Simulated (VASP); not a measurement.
# Nd3Si2I (R3m) in VASP: single point with PBE

Aim: the single point of Nd3Si2I with PBE.

Everything below comes from runs of VASP 6.6.1. Logs are shortened: lines on timing, memory, paths and dates and some standing lists are left out, and cuts for length are marked.

## (1) The cell of the first run

The structure is trigonal, space group R3m (No. 160). The conventional cell has a = 6.712 Å, b = 6.712 Å, c = 14.541 Å, α = 90.00°, β = 90.00°, γ = 120.00°. Nd (site symmetry m) has 2 I at 3.09 to 3.11 Å and 5 Si at 3.13 to 4.11 Å and 4 Nd at 3.30 to 3.41 Å within 4.2 Å. Si (site symmetry 3m) has 1 Si at 2.38 Å and 3 Nd at 3.13 Å within 3.2 Å. Within 3.1 Å of Si (site symmetry 3m) lie 1 Si at 2.38 Å. Within 4.1 Å of I (site symmetry 3m) lie 6 Nd at 3.09 to 3.11 Å and 3 Si at 3.88 Å.

The cell was built from a structure type or drawn by symmetry, and may not be a known phase.

## (2) Single point, PBE

File INCAR:

```
SYSTEM = Nd3Si2I
  ALGO = Normal
  EDIFF = 1E-6
  ENCUT = 500
  GGA = PE
  GGA_COMPAT = .False.
  ISIF = 2
  ISMEAR = 0
  LASPH = .True.
  LCHARG = .False.
  LMAXMIX = 6
  LREAL = .False.
  LWAVE = .False.
  NBANDS = 33
  NELM = 200
  PREC = Accurate
  SIGMA = 0.15
```

File KPOINTS:

```
k-points
0
Gamma
  2 2 2
  0 0 0
```

File POSCAR:

```
Nd3Si2I
1.0
    3.3559580036      1.9375632548      4.8470362642
   -3.3559580036      1.9375632548      4.8470362642
    0.0000000000     -3.8751265156      4.8470362617
Nd Si I
3 2 1
Direct
    0.8361167471      0.3274362488      0.8361167471
    0.8361167471      0.8361167471      0.3274362488
    0.3274362488      0.8361167471      0.8361167471
    0.1705929498      0.1705929498      0.1705929498
    0.3340075758      0.3340075758      0.3340075758
    0.8305636313      0.8305636313      0.8305636313
```

Potentials or basis: VASP PAW PBE potentials, release 64 (Nd_3, Si, I), 4f in core.

The run is started by

```console
$ cat potpaw_PBE.64/Nd_3/POTCAR potpaw_PBE.64/Si/POTCAR potpaw_PBE.64/I/POTCAR > POTCAR
$ mpirun -np 1 vasp_std > vasp.out
```

OUTCAR:

```text
SYSTEM = Nd3Si2I
   EDIFF = 1E-6
   ENCUT = 500
   GGA = PE
   ISIF = 2
   ISMEAR = 0
   LASPH = .True.
   LREAL = .False.
   NELM = 200
   PREC = Accurate

 ion  position               nearest neighbor table
   1  0.836  0.327  0.836-   6 3.09   6 3.11   4 3.13   3 3.30   2 3.30   5 3.36   5 3.36   3 3.41
                             2 3.41
   2  0.836  0.836  0.327-   6 3.09   6 3.11   4 3.13   1 3.30   3 3.30   5 3.36   5 3.36   3 3.41
                             1 3.41
   3  0.327  0.836  0.836-   6 3.09   6 3.11   4 3.13   1 3.30   2 3.30   5 3.36   5 3.36   1 3.41
                             2 3.41
   4  0.171  0.171  0.171-   5 2.38   3 3.13   1 3.13   2 3.13
   5  0.334  0.334  0.334-   4 2.38   2 3.36   2 3.36   3 3.36   1 3.36   3 3.36   1 3.36
   6  0.831  0.831  0.831-   2 3.09   1 3.09   3 3.09   2 3.11   3 3.11   1 3.11

  LATTYP: Found a trigonal (rhomboedric) cell.
 ALAT       =     6.2056720857
 COS(alpha) =     0.4150949325

  Lattice vectors:

 A1 = (   3.3559580036,   1.9375632548,   4.8470362642)
 A2 = (  -3.3559580036,   1.9375632548,   4.8470362642)
 A3 = (   0.0000000000,  -3.8751265156,   4.8470362617)

Analysis of symmetry for initial positions (statically):
=====================================================================
 Subroutine PRICEL returns:
 Original cell was already a primitive cell.

 Routine SETGRP: Setting up the symmetry group for a
 trigonal (rhombohedral) supercell.

 Subroutine GETGRP returns: Found  6 space group operations
 (whereof  6 operations were pure point group operations)
 out of a pool of 12 trial point group operations.

The static configuration has the point symmetry C_3v.

Analysis of symmetry for dynamics (positions and initial velocities):
=====================================================================
 Subroutine PRICEL returns:
 Original cell was already a primitive cell.

 Routine SETGRP: Setting up the symmetry group for a
 trigonal (rhombohedral) supercell.

 Subroutine GETGRP returns: Found  6 space group operations
 (whereof  6 operations were pure point group operations)
 out of a pool of 12 trial point group operations.

The dynamic configuration has the point symmetry C_3v.

 Subroutine INISYM returns: Found  6 space group operations
 (whereof  6 operations are pure point group operations),
 and found     1 'primitive' translations

----------------------------------------------------------------------------------------

                                     Primitive cell

  volume of cell :     189.1037

  direct lattice vectors                    reciprocal lattice vectors
     3.355958004  1.937563255  4.847036264     0.148988754  0.086018697  0.068770547
    -3.355958004  1.937563255  4.847036264    -0.148988754  0.086018697  0.068770547
     0.000000000 -3.875126516  4.847036262     0.000000000 -0.172037394  0.068770547

  length of vectors
     6.205672086  6.205672086  6.205672086     0.185273455  0.185273455  0.185273455

  position of ions in fractional coordinates (direct lattice)
     0.836116747  0.327436249  0.836116747
     0.836116747  0.836116747  0.327436249
     0.327436249  0.836116747  0.836116747
     0.170592950  0.170592950  0.170592950
     0.334007576  0.334007576  0.334007576
     0.830563631  0.830563631  0.830563631

  ion indices of the primitive-cell ions
   primitive index   ion index
                 1           1
                 2           2
                 3           3
                 4           4
                 5           5
                 6           6

----------------------------------------------------------------------------------------

 KPOINTS: k-points

Automatic generation of k-mesh.
 Grid dimensions read from file:
 generate k-points for:    2    2    2

 Generating k-lattice:

  Cartesian coordinates                     Fractional coordinates (reciprocal lattice)
     0.074494377  0.043009348  0.034385273     0.500000000  0.000000000  0.000000000
    -0.074494377  0.043009348  0.034385273     0.000000000  0.500000000  0.000000000
     0.000000000 -0.086018697  0.034385273     0.000000000  0.000000000  0.500000000

  Length of vectors
     0.092636727  0.092636727  0.092636727

  Shift w.r.t. Gamma in fractional coordinates (k-lattice)
     0.000000000  0.000000000  0.000000000

 Subroutine IBZKPT returns following result:
 ===========================================

 Found      4 irreducible k-points:

 Following reciprocal coordinates:
            Coordinates               Weight
  0.000000  0.000000  0.000000      1.000000
  0.500000  0.000000  0.000000      3.000000
  0.500000  0.500000  0.000000      3.000000
  0.500000  0.500000  0.500000      1.000000
   k-points           NKPTS =      4   k-points in BZ     NKDIM =      4   number of bands    NBANDS=     33
   number of dos      NEDOS =    301   number of ions     NIONS =      6
   total plane-waves  NPLWV = 110592
   dimension x,y,z NGX =    48 NGY =   48 NGZ =   48
   dimension x,y,z NGXF=    96 NGYF=   96 NGZF=   96
   ions per type =               3   2   1
   NGX,Y,Z   is equivalent  to a cutoff of  12.86, 12.86, 12.86 a.u.
   NGXF,Y,Z  is equivalent  to a cutoff of  25.72, 25.72, 25.72 a.u.
 SYSTEM =  Nd3Si2I
   PREC   = accura    normal or accurate (medium, high low for compatibility)
   ISTART =      0    job   : 0-new  1-cont  2-samecut
   ICHARG =      2    charge: 1-file 2-atom 10-const
   ISPIN  =      1    spin polarized calculation?
   LNONCOLLINEAR =      F non collinear calculations
   LSORBIT =      F    spin-orbit coupling
   LASPH  =      T    aspherical Exc in radial PAW
   ENCUT  =  500.0 eV  36.75 Ry    6.06 a.u.  11.31 11.31 11.31*2*pi/ulx,y,z
   NELM   =    200;   NELMIN=  2; NELMDL= -5     # of ELM steps
   EDIFF  = 0.1E-05   stopping-criterion for ELM
   LREAL  =      F    real-space projection
   EDIFFG = 0.1E-04   stopping-criterion for IOM
   NSW    =      0    number of steps for IOM
   IBRION =     -1    ionic relax: 0-MD 1-quasi-New 2-CG
   NFREE  =      0    steps in history (QN), initial steepest desc. (CG)
   ISIF   =      2    stress and relaxation
   ISYM   =      2    0-nonsym 1-usesym 2-fastsym
   POTIM  = 0.5000    time-step for ionic-motion
   TEBEG  =    0.0;   TEEND  =   0.0 temperature during run
   PSTRESS=    0.0 pullay stress
   NELECT =      48.0000    total number of electrons
   NUPDOWN=      -1.0000    fix difference up-down
   EMIN   =  10.00;   EMAX   =-10.00  energy-range for DOS
   EFERMI =   0.00;   METHOD = LEGACY
   ISMEAR =     0;   SIGMA  =   0.15  broadening in eV -4-tet -1-fermi 0-gaus
   EFERMI_NEDOS =   21; number of points for ismear=-14 and -15
   IALGO  =     38    algorithm
   IMIX   =      4    mixing-type and parameters
     AMIX     =   0.40;   BMIX     =  1.00
     AMIX_MAG =   1.60;   BMIX_MAG =  1.00
  volume/ion in A,a.u.               =      31.52       212.69
  Fermi-wavevector in a.u.,A,eV,Ry     =   1.036546  1.958788 14.618477  1.074428
  Thomas-Fermi vector in A             =   2.170942
   LORBIT       =      0    0 simple, 1 ext, 2 COOP (PROOUT), +10 PAW based schemes
   GGA     = PE    functional components
   LHFCALC =     F    Hartree Fock is set to
   AEXX    =    0.0000 exact exchange contribution
   IVDW    =     0    specifies the selected vdW correction
   LEPSILON=     F    determine dielectric tensor
   LRPA    =     F    only Hartree local field effects (RPA)
 non-spin polarized calculation
 Gauss-broadening in eV      SIGMA  =   0.15
  energy-cutoff  :      500.00
  volume of cell :      189.10
 maximum number of plane-waves:      4818
 NGX is ok and might be reduce to    48
   NGX = 23   NGY = 23   NGZ = 23

 number of electron      48.0000001 magnetization

 Free energy of the ion-electron system (eV)
  ---------------------------------------------------
  ext. energy  EPLUGINS =         0.00000000
  ---------------------------------------------------
  free energy    TOTEN  =       -27.08555828 eV

  energy without entropy =      -27.05249651  energy(sigma->0) =      -27.06902739

 E-fermi :   4.4670     XC(G=0):  -9.1786

 val. band max:        4.1523425047   @ k =   0.0000   0.0000   0.0000
 cond. band min:       4.5189755498   @ k =   0.5000   0.5000   0.0000
 fundamental gap:      0.3666330450
 Fermi energy:         4.4670124469

 k-point     1 :       0.0000    0.0000    0.0000
  band No.  band energies     occupation
      1     -34.1262      2.00000
      2     -33.9479      2.00000
      3     -33.9479      2.00000
      4     -16.2291      2.00000
      5     -15.5251      2.00000
      6     -15.5251      2.00000
[... 25 lines left out ...]
     32       7.4301      0.00000
     33       7.5017      0.00000

 k-point     2 :       0.5000    0.0000    0.0000
  band No.  band energies     occupation
      1     -34.0714      2.00000
      2     -34.0047      2.00000
      3     -33.9480      2.00000
      4     -15.8963      2.00000
      5     -15.5353      2.00000
      6     -15.3727      2.00000
[... 25 lines left out ...]
     32       6.5814      0.00000
     33       7.1569      0.00000

 k-point     3 :       0.5000    0.5000    0.0000
  band No.  band energies     occupation
      1     -34.0708      2.00000
      2     -34.0046      2.00000
      3     -33.9487      2.00000
      4     -15.9814      2.00000
      5     -15.4736      2.00000
      6     -15.4365      2.00000
[... 25 lines left out ...]
     32       6.8266      0.00000
     33       6.9699      0.00000

 k-point     4 :       0.5000    0.5000    0.5000
  band No.  band energies     occupation
      1     -34.1249      2.00000
      2     -33.9486      2.00000
      3     -33.9486      2.00000
      4     -16.3424      2.00000
      5     -15.5430      2.00000
      6     -15.5120      2.00000
[... 25 lines left out ...]
     32       7.2231      0.00000
     33       7.5691      0.00000

------------------------ aborting loop because EDIFF is reached ----------------------------------------

  FORCE on cell =-STRESS in cart. coord.  units (eV):
  Direction    XX          YY          ZZ          XY          YZ          ZX
  --------------------------------------------------------------------------------------
  -------------------------------------------------------------------------------------
  Total        0.5236809      0.5236809      0.8544057      0.0000000     -0.0000000      0.0000000
  in kB        4.4368767      4.4368767      7.2389369      0.0000000     -0.0000000      0.0000000
  external PRESSURE =       5.3708968 kB  Pullay stress =       0.0000000 kB

 VOLUME and BASIS-vectors are now :
 -----------------------------------------------------------------------------
  energy-cutoff  :      500.00
  volume of cell :      189.10
      direct lattice vectors                 reciprocal lattice vectors
     3.355958004  1.937563255  4.847036264     0.148988754  0.086018697  0.068770547
    -3.355958004  1.937563255  4.847036264    -0.148988754  0.086018697  0.068770547
     0.000000000 -3.875126516  4.847036262     0.000000000 -0.172037394  0.068770547

 POSITION                                       TOTAL-FORCE (eV/Angst)
 -----------------------------------------------------------------------------------
      1.70711     -0.98560      9.69247         0.044131     -0.025479     -0.002886
      0.00000      1.97120      9.69247        -0.000000      0.050959     -0.002886
     -1.70711     -0.98560      9.69247        -0.044131     -0.025479     -0.002886
      0.00000     -0.00000      2.48061        -0.000000      0.000000     -0.005415
      0.00000     -0.00000      4.85684        -0.000000      0.000000     -0.015495
      0.00000     -0.00000     12.07732        -0.000000     -0.000000      0.029567
 -----------------------------------------------------------------------------------
    total drift:                                0.000000      0.000000      0.000468

  FREE ENERGIE OF THE ION-ELECTRON SYSTEM (eV)
  ---------------------------------------------------
  free  energy   TOTEN  =       -27.0855582758 eV

  energy  without entropy=      -27.0524965086  energy(sigma->0) =      -27.06902739
```

Wall time 30 s (1 thread of AMD EPYC 7R13 (Zen 3), shared host); peak memory 0.29 GiB.

What came out:

```yaml
Free_energy: -27.0856 eV
Pressure: 0.5 GPa
Largest_force: 0.051 eV/Å
Band_gap_on_the_k_mesh: zero (bands 24 and 25 overlap by 0.37 eV)
```

Forces in eV/Å, atoms in the order of the input:
```
Nd   0.044 -0.025 -0.003
Nd   0.000  0.051 -0.003
Nd  -0.044 -0.025 -0.003
Si   0.000  0.000 -0.005
Si   0.000  0.000 -0.015
I    0.000  0.000  0.030
```

Caveat: the k points lie up to 0.58 Å⁻¹ apart; spin-orbit coupling is left out, which moves the levels of the heavy elements; the 4f electrons are frozen in the core, so they carry no moment and show no levels; the run has no spin polarisation, though such a crystal can be magnetic. Spin polarisation is off, so any magnetic state and its effect on volume and gap are missing.
